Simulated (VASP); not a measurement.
# AlAs2 (R-3m) in VASP: relaxation of cell and atoms with PBE

Aim: the relaxation of cell and atoms of AlAs2 with PBE.

Program: VASP 6.6.1. These are calculated values, not measurements. Logs are shortened: lines on timing, memory, paths and dates and some standing lists are left out, and cuts for length are marked.

## 1. The cell of the first run

Symmetry: R-3m, No. 166, trigonal system. Conventional cell: a = 3.829 Å, b = 3.829 Å, c = 14.292 Å, α = 90.00°, β = 90.00°, γ = 120.00°. Within 3.5 Å of Al (site symmetry -3m) lie 8 As at 2.63 to 3.34 Å. As (site symmetry 3m) has 4 Al at 2.63 to 3.34 Å and 12 As at 2.92 to 3.83 Å within 3.9 Å.

## 2. Relaxation of cell and atoms, PBE

The input, INCAR:

```
PREC = Accurate
ENCUT = 600
EDIFF = 1E-7
ISMEAR = 0
SIGMA = 0.1
LREAL = False
LASPH = True
NELM = 60
ALGO = Normal
ISIF = 3
LWAVE = False
LCHARG = False
GGA = PE
IBRION = 2
NSW = 100
EDIFFG = -0.01
```

The input, KPOINTS:

```
regular mesh
0
Gamma
  12 12 12
```

The input, POSCAR:

```
AlAs2
1.0
    1.9144617536      1.1053150088      4.7639518223
   -1.9144617536      1.1053150088      4.7639518223
    0.0000000000     -2.2106300176      4.7639518223
Al As
1 2
Direct
    0.0000000000      0.0000000000      0.0000000000
    0.7663849829      0.7663849829      0.7663849829
    0.2336150171      0.2336150171      0.2336150171
```

Potentials or basis: VASP PAW PBE potentials, release 64 (Al, As).

Launch:

```console
cat potpaw_PBE.64/Al/POTCAR potpaw_PBE.64/As/POTCAR > POTCAR
mpirun -np 1 vasp_std > vasp.out
```

OUTCAR:

```text
PREC = Accurate
   ENCUT = 600
   EDIFF = 1E-7
   ISMEAR = 0
   LREAL = False
   LASPH = True
   NELM = 60
   ISIF = 3
   GGA = PE
   IBRION = 2
   NSW = 100
   EDIFFG = -0.01

 ion  position               nearest neighbor table
   1  0.000  0.000  0.000-   2 2.63   2 2.63   3 2.63   3 2.63   2 2.63   3 2.63
   2  0.766  0.766  0.766-   1 2.63   1 2.63   1 2.63
   3  0.234  0.234  0.234-   1 2.63   1 2.63   1 2.63

  LATTYP: Found a trigonal (rhomboedric) cell.
 ALAT       =     5.2518684332
 COS(alpha) =     0.7342362708

  Lattice vectors:

 A1 = (   1.9144617536,   1.1053150088,   4.7639518223)
 A2 = (  -1.9144617536,   1.1053150088,   4.7639518223)
 A3 = (   0.0000000000,  -2.2106300176,   4.7639518223)

Analysis of symmetry for initial positions (statically):
=====================================================================
 Subroutine PRICEL returns:
 Original cell was already a primitive cell.

 Routine SETGRP: Setting up the symmetry group for a
 trigonal (rhombohedral) supercell.

 Subroutine GETGRP returns: Found 12 space group operations
 (whereof 12 operations were pure point group operations)
 out of a pool of 12 trial point group operations.

The static configuration has the point symmetry D_3d.

Analysis of symmetry for dynamics (positions and initial velocities):
=====================================================================
 Subroutine PRICEL returns:
 Original cell was already a primitive cell.

 Routine SETGRP: Setting up the symmetry group for a
 trigonal (rhombohedral) supercell.

 Subroutine GETGRP returns: Found 12 space group operations
 (whereof 12 operations were pure point group operations)
 out of a pool of 12 trial point group operations.

The dynamic configuration has the point symmetry D_3d.

 Subroutine INISYM returns: Found 12 space group operations
 (whereof 12 operations are pure point group operations),
 and found     1 'primitive' translations

----------------------------------------------------------------------------------------

                                     Primitive cell

  volume of cell :      60.4855

  direct lattice vectors                    reciprocal lattice vectors
     1.914461754  1.105315009  4.763951822     0.261170012  0.150786577  0.069969921
    -1.914461754  1.105315009  4.763951822    -0.261170012  0.150786577  0.069969921
     0.000000000 -2.210630018  4.763951822     0.000000000 -0.301573154  0.069969921

[... 117 lines left out ...]
 non-spin polarized calculation
 Gauss-broadening in eV      SIGMA  =   0.10
  energy-cutoff  :      600.00
  volume of cell :       60.49
 maximum number of plane-waves:      2041
 NGX is ok and might be reduce to    42
   NGX = 21   NGY = 21   NGZ = 21

--------------------------------------- Ionic step        1  -------------------------------------------

 number of electron      13.0000000 magnetization

 Free energy of the ion-electron system (eV)
  ---------------------------------------------------
  ext. energy  EPLUGINS =         0.00000000
  ---------------------------------------------------
  free energy    TOTEN  =       -12.84725693 eV

  energy without entropy =      -12.84202605  energy(sigma->0) =      -12.84464149

------------------------ aborting loop because EDIFF is reached ----------------------------------------

  FORCE on cell =-STRESS in cart. coord.  units (eV):
  Direction    XX          YY          ZZ          XY          YZ          ZX
  --------------------------------------------------------------------------------------
  -------------------------------------------------------------------------------------
  Total        0.0624819      0.0624819      0.0202109      0.0000000      0.0000000      0.0000000
  in kB        1.6550599      1.6550599      0.5353588      0.0000000      0.0000000      0.0000000
  external PRESSURE =       1.2818262 kB  Pullay stress =       0.0000000 kB
[... 92 lines left out ...]
  FREE ENERGIE OF THE ION-ELECTRON SYSTEM (eV)
  ---------------------------------------------------
  free  energy   TOTEN  =       -12.8480367208 eV

  energy  without entropy=      -12.8428517241  energy(sigma->0) =      -12.84544422

[... ionic steps 4 to 7 ...]

--------------------------------------- Ionic step        8  -------------------------------------------

 number of electron      13.0000000 magnetization

------------------------ aborting loop because EDIFF is reached ----------------------------------------
[... 69 lines left out ...]
--------------------------------------- Ionic step       10  -------------------------------------------

 number of electron      13.0000000 magnetization

 Free energy of the ion-electron system (eV)
  ---------------------------------------------------
  ext. energy  EPLUGINS =         0.00000000
  ---------------------------------------------------
  free energy    TOTEN  =       -12.84912800 eV

  energy without entropy =      -12.84369089  energy(sigma->0) =      -12.84640945

 E-fermi :   5.5425     XC(G=0):  -9.9532

 val. band max:        5.5148374407   @ k =   0.3333   0.2500   0.2500
 cond. band min:       5.5509503207   @ k =   0.5000   0.3333   0.1667
 fundamental gap:      0.0361128800
 Fermi energy:         5.5425210623

 k-point     1 :       0.0000    0.0000    0.0000
  band No.  band energies     occupation
      1      -7.9572      2.00000
      2      -3.5664      2.00000
      3       0.1497      2.00000
      4       4.4883      2.00000
      5       4.4883      2.00000
      6       6.2534      0.00000
      7       6.2534      0.00000
      8       6.4465      0.00000
      9       8.6446      0.00000
     10       9.6461      0.00000
[... 287 lines left out ...]
 k-point    24 :      -0.4167    0.1667    0.0000
  band No.  band energies     occupation
      1      -5.4673      2.00000
      2      -4.9696      2.00000
      3       0.2083      2.00000
      4       1.3663      2.00000
      5       2.0065      2.00000
      6       2.9028      2.00000
      7       4.2226      2.00000
      8       5.9103      0.00000
      9       9.3279      0.00000
     10      10.6707      0.00000

 [... further k-points ...]

------------------------ aborting loop because EDIFF is reached ----------------------------------------

  FORCE on cell =-STRESS in cart. coord.  units (eV):
  Direction    XX          YY          ZZ          XY          YZ          ZX
  --------------------------------------------------------------------------------------
  -------------------------------------------------------------------------------------
  Total        0.0038696      0.0038696     -0.0048752      0.0000000     -0.0000000      0.0000000
  in kB        0.1019221      0.1019221     -0.1284088      0.0000000     -0.0000000      0.0000000
  external PRESSURE =       0.0251451 kB  Pullay stress =       0.0000000 kB
[... 18 lines left out ...]
  FREE ENERGIE OF THE ION-ELECTRON SYSTEM (eV)
  ---------------------------------------------------
  free  energy   TOTEN  =       -12.8491280047 eV

  energy  without entropy=      -12.8436908899  energy(sigma->0) =      -12.84640945

 reached required accuracy - stopping structural energy minimisation
```

OSZICAR:

```text
N       E                     dE             d eps       ncg     rms          rms(c)
DAV:   1     0.397976964525E+02    0.39798E+02   -0.52354E+03  3788   0.111E+03
DAV:   2    -0.103467823158E+02   -0.50144E+02   -0.48180E+02  5160   0.148E+02
DAV:   3    -0.128609579066E+02   -0.25142E+01   -0.24540E+01  4692   0.359E+01
DAV:   4    -0.128947583847E+02   -0.33800E-01   -0.33560E-01  4674   0.422E+00
[... 71 lines left out ...]
DAV:   1    -0.128491473980E+02   -0.33710E-04   -0.54450E-04  4168   0.144E-01    0.191E-02
DAV:   2    -0.128491336064E+02    0.13792E-04   -0.21407E-05  4162   0.328E-02    0.103E-02
DAV:   3    -0.128491283336E+02    0.52728E-05   -0.13685E-05  4246   0.209E-02    0.252E-03
DAV:   4    -0.128491280899E+02    0.24370E-06   -0.59153E-07  4136   0.538E-03    0.153E-03
DAV:   5    -0.128491280047E+02    0.85230E-07   -0.80715E-08  2158   0.204E-03
  10 F= -.12849128E+02 E0= -.12846409E+02  d E =-.143089E-04
```

CONTCAR:

```text
AlAs2
   1.00000000000000
     1.9274267394776794    1.1128003468866361    4.7267449015804743
    -1.9274267394776794    1.1128003468866361    4.7267449015804743
     0.0000000000000000   -2.2256006937732722    4.7267449015804743
  Al              As
     1     2
Direct
     1.0000000000000000    1.0000000000000000    1.0000000000000000
     0.7649241705251888    0.7649241705251888    0.7649241705251888
     0.2350758294748115    0.2350758294748115    0.2350758294748115

  0.00000000E+00  0.00000000E+00  0.00000000E+00
  0.00000000E+00  0.00000000E+00  0.00000000E+00
  0.00000000E+00  0.00000000E+00  0.00000000E+00
```

It took 14 min on 1 thread of Intel Xeon Platinum 8259CL at 2.50GHz (Skylake/Cascade Lake), shared host; peak memory 0.39 GiB.

What came out:

```
Free energy                           : -12.8491 eV
Relaxed volume                        : 20.28 Å³/atom
Relaxed cell                          : a = 5.225 Å, b = 5.225 Å, c = 5.225 Å, α = 43.30°, β = 43.30°, γ = 43.30°
Space group after relaxing (to 0.1 Å) : R-3m (No. 166)
Energy gained by relaxing             : 0.6 meV/atom
Ionic steps                           : 10
Pressure after relaxing               : 0.0 GPa
Largest force after relaxing          : 0.006 eV/Å
Band gap on the k mesh                : zero (an odd number of electrons rules out a gap without spin polarisation)
```

Forces in eV/Å, atoms in the order of the input:
```
Al   0.000  0.000  0.000
As   0.000  0.000 -0.006
As   0.000  0.000  0.006
```

Step by step:
```csv
step,energy change (eV),largest force (eV/Å),pressure (GPa),volume (Å³)
1,0.0000,0.0691,0.13,60.49
2,-0.0005,0.0519,-0.01,60.63
3,-0.0008,0.0155,-0.32,60.94
4,-0.0010,0.0069,-0.27,60.92
5,-0.0014,0.0169,-0.13,60.87
6,-0.0012,0.0634,0.17,60.76
7,-0.0015,0.0337,-0.03,60.83
8,-0.0017,0.0223,0.00,60.81
9,-0.0019,0.0027,0.07,60.77
10,-0.0019,0.0058,0.00,60.83
```

Final structure:
```xyz
3
Lattice="1.9274 1.1128 4.7267 -1.9274 1.1128 4.7267 0.0000 -2.2256 4.7267" Properties=species:S:1:pos:R:3 pbc="T T T"
Al    0.0000    0.0000   14.1802
As    0.0000    0.0000   10.8468
As    0.0000    0.0000    3.3334
```

The gap in the log of VASP goes by the Fermi energy; the results here count the filled bands.